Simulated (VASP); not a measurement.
# V (Im-3m) in VASP: further runs

The runs below take V through single point, with PBE.

Everything below comes from runs of VASP 6.6.1. Logs are shortened: lines on timing, memory, paths and dates and some standing lists are left out, and cuts for length are marked.

### 1 The cell of the first run

It takes space group Im-3m (No. 229, cubic). Conventional cell: a = 2.873 Å, b = 2.873 Å, c = 2.873 Å, α = 90.00°, β = 90.00°, γ = 90.00°. V (site symmetry m-3m) has 14 V at 2.49 to 2.87 Å within 3.3 Å.

### 2 Single point, PBE, collinear spin, ferromagnetic start

Contents of INCAR:

```
SYSTEM = V
  ALGO = Normal
  EDIFF = 1E-6
  ENCUT = 520
  GGA = PE
  ISIF = 2
  ISMEAR = -1
  ISPIN = 2
  LASPH = .True.
  LCHARG = .False.
  LMAXMIX = 4
  LORBIT = 11
  LREAL = .False.
  LWAVE = .False.
  MAGMOM = 1.5
  NBANDS = 16
  NELM = 150
  PREC = Accurate
  SIGMA = 0.1
```

Contents of KPOINTS:

```
k-points
0
Gamma
  11 11 11
  0 0 0
```

Contents of POSCAR:

```
V
1.0
    1.4365167704      1.4365167704      1.4365167704
   -1.4365167704      1.4365167704      1.4365167704
   -1.4365167704     -1.4365167704      1.4365167704
V
1
Direct
    0.0000000000      0.0000000000      0.0000000000
```

Potentials or basis: VASP PAW PBE potentials, release 64 (V_sv).

Started as:

```sh
$ cat potpaw_PBE.64/V_sv/POTCAR > POTCAR
$ mpirun -np 1 vasp_std > vasp.out
```

OUTCAR:

```text
SYSTEM = V
   EDIFF = 1E-6
   ENCUT = 520
   GGA = PE
   ISIF = 2
   ISMEAR = -1
   ISPIN = 2
   LASPH = .True.
   LORBIT = 11
   LREAL = .False.
   NELM = 150
   PREC = Accurate

 ion  position               nearest neighbor table
   1  0.000  0.000  0.000-

  LATTYP: Found a body centered cubic cell.
 ALAT       =     2.8730335408

  Lattice vectors:

 A1 = (   1.4365167704,  -1.4365167704,  -1.4365167704)
 A2 = (   1.4365167704,   1.4365167704,   1.4365167704)
 A3 = (  -1.4365167704,  -1.4365167704,   1.4365167704)

Analysis of symmetry for initial positions (statically):
=====================================================================
 Subroutine PRICEL returns:
 Original cell was already a primitive cell.

 Routine SETGRP: Setting up the symmetry group for a
 body centered cubic supercell.

 Subroutine GETGRP returns: Found 48 space group operations
 (whereof 48 operations were pure point group operations)
 out of a pool of 48 trial point group operations.

The static configuration has the point symmetry O_h .

Analysis of symmetry for dynamics (positions and initial velocities):
=====================================================================
 Subroutine PRICEL returns:
 Original cell was already a primitive cell.

 Routine SETGRP: Setting up the symmetry group for a
 body centered cubic supercell.

 Subroutine GETGRP returns: Found 48 space group operations
 (whereof 48 operations were pure point group operations)
 out of a pool of 48 trial point group operations.

The dynamic configuration has the point symmetry O_h .

Analysis of structural, dynamic, and magnetic symmetry:
=====================================================================
 Subroutine PRICEL returns:
 Original cell was already a primitive cell.

 Routine SETGRP: Setting up the symmetry group for a
 body centered cubic supercell.

 Subroutine GETGRP returns: Found 48 space group operations
 (whereof 48 operations were pure point group operations)
 out of a pool of 48 trial point group operations.

The overall configuration has the point symmetry O_h .

 Subroutine INISYM returns: Found 48 space group operations
 (whereof 48 operations are pure point group operations),
 and found     1 'primitive' translations

----------------------------------------------------------------------------------------

                                     Primitive cell

  volume of cell :      11.8575

  direct lattice vectors                    reciprocal lattice vectors
     1.436516770  1.436516770  1.436516770     0.348064158  0.000000000  0.348064158
    -1.436516770  1.436516770  1.436516770    -0.348064158  0.348064158  0.000000000
    -1.436516770 -1.436516770  1.436516770     0.000000000 -0.348064158  0.348064158

  length of vectors
     2.488120032  2.488120032  2.488120032     0.492237053  0.492237053  0.492237053

  position of ions in fractional coordinates (direct lattice)
     0.000000000  0.000000000  0.000000000

  ion indices of the primitive-cell ions
   primitive index   ion index
                 1           1

----------------------------------------------------------------------------------------

 KPOINTS: k-points

Automatic generation of k-mesh.
 Grid dimensions read from file:
 generate k-points for:   11   11   11

 Generating k-lattice:

  Cartesian coordinates                     Fractional coordinates (reciprocal lattice)
     0.031642196  0.000000000  0.031642196     0.090909091  0.000000000  0.000000000
    -0.031642196  0.031642196  0.000000000     0.000000000  0.090909091  0.000000000
     0.000000000 -0.031642196  0.031642196     0.000000000  0.000000000  0.090909091

  Length of vectors
     0.044748823  0.044748823  0.044748823

  Shift w.r.t. Gamma in fractional coordinates (k-lattice)
     0.000000000  0.000000000  0.000000000

 Subroutine IBZKPT returns following result:
 ===========================================

 Found     56 irreducible k-points:

 Following reciprocal coordinates:
            Coordinates               Weight
  0.000000  0.000000  0.000000      1.000000
  0.090909  0.000000  0.000000     12.000000
  0.181818  0.000000  0.000000     12.000000
  0.272727  0.000000  0.000000     12.000000
  0.363636  0.000000  0.000000     12.000000
  0.454545  0.000000  0.000000     12.000000
[... 16 lines left out ...]
  0.363636  0.181818  0.090909     48.000000
  0.454545  0.181818  0.090909     48.000000
 [... further k-points ...]
   k-points           NKPTS =     56   k-points in BZ     NKDIM =     56   number of bands    NBANDS=     16
   number of dos      NEDOS =    301   number of ions     NIONS =      1
   total plane-waves  NPLWV =   8000
   dimension x,y,z NGX =    20 NGY =   20 NGZ =   20
   dimension x,y,z NGXF=    40 NGYF=   40 NGZF=   40
   ions per type =               1
   NGX,Y,Z   is equivalent  to a cutoff of  13.36, 13.36, 13.36 a.u.
   NGXF,Y,Z  is equivalent  to a cutoff of  26.73, 26.73, 26.73 a.u.
 SYSTEM =  V
   PREC   = accura    normal or accurate (medium, high low for compatibility)
   ISTART =      0    job   : 0-new  1-cont  2-samecut
   ICHARG =      2    charge: 1-file 2-atom 10-const
   ISPIN  =      2    spin polarized calculation?
   LNONCOLLINEAR =      F non collinear calculations
   LSORBIT =      F    spin-orbit coupling
   LASPH  =      T    aspherical Exc in radial PAW
   ENCUT  =  520.0 eV  38.22 Ry    6.18 a.u.   4.63  4.63  4.63*2*pi/ulx,y,z
   NELM   =    150;   NELMIN=  2; NELMDL= -5     # of ELM steps
   EDIFF  = 0.1E-05   stopping-criterion for ELM
   LREAL  =      F    real-space projection
   EDIFFG = 0.1E-04   stopping-criterion for IOM
   NSW    =      0    number of steps for IOM
   IBRION =     -1    ionic relax: 0-MD 1-quasi-New 2-CG
   NFREE  =      0    steps in history (QN), initial steepest desc. (CG)
   ISIF   =      2    stress and relaxation
   ISYM   =      2    0-nonsym 1-usesym 2-fastsym
   POTIM  = 0.5000    time-step for ionic-motion
   TEBEG  =    0.0;   TEEND  =   0.0 temperature during run
   PSTRESS=    0.0 pullay stress
   NELECT =      13.0000    total number of electrons
   NUPDOWN=      -1.0000    fix difference up-down
   EMIN   =  10.00;   EMAX   =-10.00  energy-range for DOS
   EFERMI =   0.00;   METHOD = LEGACY
   ISMEAR =    -1;   SIGMA  =   0.10  broadening in eV -4-tet -1-fermi 0-gaus
   EFERMI_NEDOS =   21; number of points for ismear=-14 and -15
   IALGO  =     38    algorithm
   IMIX   =      4    mixing-type and parameters
     AMIX     =   0.40;   BMIX     =  1.00
     AMIX_MAG =   1.60;   BMIX_MAG =  1.00
  volume/ion in A,a.u.               =      11.86        80.02
  Fermi-wavevector in a.u.,A,eV,Ry     =   1.688076  3.190001 38.771156  2.849600
  Thomas-Fermi vector in A             =   2.770447
   LORBIT       =     11    0 simple, 1 ext, 2 COOP (PROOUT), +10 PAW based schemes
   GGA     = PE    functional components
   LHFCALC =     F    Hartree Fock is set to
   AEXX    =    0.0000 exact exchange contribution
   IVDW    =     0    specifies the selected vdW correction
   LEPSILON=     F    determine dielectric tensor
   LRPA    =     F    only Hartree local field effects (RPA)
 spin polarized calculation
  energy-cutoff  :      520.00
  volume of cell :       11.86
 maximum number of plane-waves:       331
   NGX =  9   NGY =  9   NGZ =  9

 number of electron      12.9999994 magnetization      -0.0024878

 number of electron      12.9999994 magnetization       0.0005769

 Free energy of the ion-electron system (eV)
  ---------------------------------------------------
  ext. energy  EPLUGINS =         0.00000000
  ---------------------------------------------------
  free energy    TOTEN  =        -8.87816198 eV

  energy without entropy =       -8.82473617  energy(sigma->0) =       -8.85144908

 E-fermi :  11.3975     XC(G=0): -13.6118

 val. band max:       11.3950320636   @ k =   0.1818  -0.3636   0.0909
 cond. band min:      11.4114284116   @ k =   0.2727   0.1818   0.0909
 fundamental gap:      0.0163963481
 Fermi energy:        11.3975143567

 spin component 1

 k-point     1 :       0.0000    0.0000    0.0000
  band No.  band energies     occupation
      1     -52.2095      1.00000
      2     -25.2556      1.00000
      3     -25.2556      1.00000
      4     -25.2556      1.00000
      5       4.5683      1.00000
      6      11.8121      0.01558
[... 8 lines left out ...]
     15      41.1373      0.00000
     16      46.5528      0.00000

 k-point     2 :       0.0909    0.0000    0.0000
  band No.  band energies     occupation
      1     -52.1843      1.00000
      2     -25.3672      1.00000
      3     -25.2886      1.00000
      4     -25.2567      1.00000
      5       4.9409      1.00000
      6      11.6432      0.07890
[... 8 lines left out ...]
     15      41.7170      0.00000
     16      43.9519      0.00000

 k-point     3 :       0.1818    0.0000    0.0000
  band No.  band energies     occupation
      1     -52.1162      1.00000
      2     -25.6614      1.00000
      3     -25.3765      1.00000
      4     -25.2596      1.00000
      5       5.9473      1.00000
      6      11.2140      0.86238
[... 8 lines left out ...]
     15      40.7297      0.00000
     16      41.4718      0.00000

 k-point     4 :       0.2727    0.0000    0.0000
  band No.  band energies     occupation
      1     -52.0259      1.00000
      2     -26.0357      1.00000
      3     -25.4901      1.00000
      4     -25.2637      1.00000
      5       7.1581      1.00000
      6      10.6963      0.99910
[... 8 lines left out ...]
     15      40.6274      0.00000
     16      41.2446      0.00000
[... 324 lines left out ...]
 k-point    22 :       0.2727    0.1818    0.0909
  band No.  band energies     occupation
      1     -52.0180      1.00000
      2     -25.9090      1.00000
      3     -25.5166      1.00000
      4     -25.4015      1.00000
      5       7.3285      1.00000
      6      11.1284      0.93653
[... 8 lines left out ...]
     15      39.7770      0.00000
     16      42.8391      0.00000

 k-point    23 :       0.3636    0.1818    0.0909
  band No.  band energies     occupation
      1     -51.9352      1.00000
      2     -26.1926      1.00000
      3     -25.6506      1.00000
      4     -25.4146      1.00000
      5       8.2854      1.00000
      6      10.5553      0.99978
[... 8 lines left out ...]
     15      39.6241      0.00000
     16      43.8278      0.00000

 k-point    24 :       0.4545    0.1818    0.0909
  band No.  band energies     occupation
      1     -51.8712      1.00000
      2     -26.4093      1.00000
      3     -25.7557      1.00000
      4     -25.4157      1.00000
      5       8.5035      1.00000
      6      10.5195      0.99985
[... 8 lines left out ...]
     15      39.3137      0.00000
     16      44.0126      0.00000

 [... further k-points ...]

 spin component 2

 k-point     1 :       0.0000    0.0000    0.0000
  band No.  band energies     occupation
      1     -52.2089      1.00000
      2     -25.2551      1.00000
      3     -25.2551      1.00000
      4     -25.2551      1.00000
      5       4.5687      1.00000
      6      11.8126      0.01550
[... 8 lines left out ...]
     15      41.1375      0.00000
     16      46.5535      0.00000

 k-point     2 :       0.0909    0.0000    0.0000
  band No.  band energies     occupation
      1     -52.1837      1.00000
      2     -25.3667      1.00000
      3     -25.2881      1.00000
      4     -25.2562      1.00000
      5       4.9413      1.00000
      6      11.6438      0.07851
[... 8 lines left out ...]
     15      41.7172      0.00000
     16      43.9524      0.00000

 k-point     3 :       0.1818    0.0000    0.0000
  band No.  band energies     occupation
      1     -52.1156      1.00000
      2     -25.6609      1.00000
      3     -25.3760      1.00000
      4     -25.2591      1.00000
      5       5.9477      1.00000
      6      11.2145      0.86174
[... 8 lines left out ...]
     15      40.7302      0.00000
     16      41.4722      0.00000

 k-point     4 :       0.2727    0.0000    0.0000
  band No.  band energies     occupation
      1     -52.0253      1.00000
      2     -26.0352      1.00000
      3     -25.4896      1.00000
      4     -25.2632      1.00000
      5       7.1585      1.00000
      6      10.6968      0.99910
[... 8 lines left out ...]
     15      40.6278      0.00000
     16      41.2449      0.00000
[... 324 lines left out ...]
 k-point    22 :       0.2727    0.1818    0.0909
  band No.  band energies     occupation
      1     -52.0175      1.00000
      2     -25.9085      1.00000
      3     -25.5161      1.00000
      4     -25.4010      1.00000
      5       7.3289      1.00000
      6      11.1288      0.93628
[... 8 lines left out ...]
     15      39.7774      0.00000
     16      42.8396      0.00000

 k-point    23 :       0.3636    0.1818    0.0909
  band No.  band energies     occupation
      1     -51.9346      1.00000
      2     -26.1921      1.00000
      3     -25.6501      1.00000
      4     -25.4141      1.00000
      5       8.2858      1.00000
      6      10.5557      0.99978
[... 8 lines left out ...]
     15      39.6246      0.00000
     16      43.8283      0.00000

 k-point    24 :       0.4545    0.1818    0.0909
  band No.  band energies     occupation
      1     -51.8707      1.00000
      2     -26.4088      1.00000
      3     -25.7552      1.00000
      4     -25.4152      1.00000
      5       8.5039      1.00000
      6      10.5200      0.99985
[... 8 lines left out ...]
     15      39.3142      0.00000
     16      44.0130      0.00000

 [... further k-points ...]
[... 5 lines left out ...]
  --------------------------------------------------------------------------------------
  -------------------------------------------------------------------------------------
  Total        2.2556650      2.2556650      2.2556650      0.0000000      0.0000000     -0.0000000
  in kB      304.7846526    304.7846526    304.7846526      0.0000000      0.0000000     -0.0000000
  external PRESSURE =     304.7846526 kB  Pullay stress =       0.0000000 kB

 VOLUME and BASIS-vectors are now :
 -----------------------------------------------------------------------------
  energy-cutoff  :      520.00
  volume of cell :       11.86
      direct lattice vectors                 reciprocal lattice vectors
     1.436516770  1.436516770  1.436516770     0.348064158  0.000000000  0.348064158
    -1.436516770  1.436516770  1.436516770    -0.348064158  0.348064158  0.000000000
    -1.436516770 -1.436516770  1.436516770     0.000000000 -0.348064158  0.348064158

 POSITION                                       TOTAL-FORCE (eV/Angst)
 -----------------------------------------------------------------------------------
      0.00000      0.00000      0.00000        -0.000000      0.000000     -0.000000
 -----------------------------------------------------------------------------------
    total drift:                               -0.000000      0.000000      0.000000

  FREE ENERGIE OF THE ION-ELECTRON SYSTEM (eV)
  ---------------------------------------------------
  free  energy   TOTEN  =        -8.8781619848 eV

  energy  without entropy=       -8.8247361684  energy(sigma->0) =       -8.85144908

 total charge

# of ion       s       p       d       tot
------------------------------------------
    1        2.383   6.266   3.251  11.900

 magnetization (x)

# of ion       s       p       d       tot
------------------------------------------
    1        0.000   0.000   0.000   0.000
```

Wall time 27 s (1 thread of Intel Xeon 8259CL, shared host); peak memory 0.14 GiB.

What came out:

```yaml
Free_energy: -8.8782 eV
Pressure: 30.5 GPa
Net_moment: 0.00 μB per cell
Valence_electrons_inside_the_program's_atomic_spheres: V 11.90
```

Levels at points of the mesh, in eV from the Fermi level:
Spin up:
| k point | band 3 | band 4 | band 5 | band 6 | band 7 | band 8 | band 9 | band 10 |
| --- | --- | --- | --- | --- | --- | --- | --- | --- |
| (0.00, 0.00, 0.00) | -36.65 | -36.65 | -6.83 | 0.41 | 0.41 | 0.41 | 2.77 | 2.77 |
Spin down:
| k point | band 3 | band 4 | band 5 | band 6 | band 7 | band 8 | band 9 | band 10 |
| --- | --- | --- | --- | --- | --- | --- | --- | --- |
| (0.00, 0.00, 0.00) | -36.65 | -36.65 | -6.83 | 0.42 | 0.42 | 0.42 | 2.77 | 2.77 |

Caveat: the cell stands under pressure.

[end of part 1 of 2]
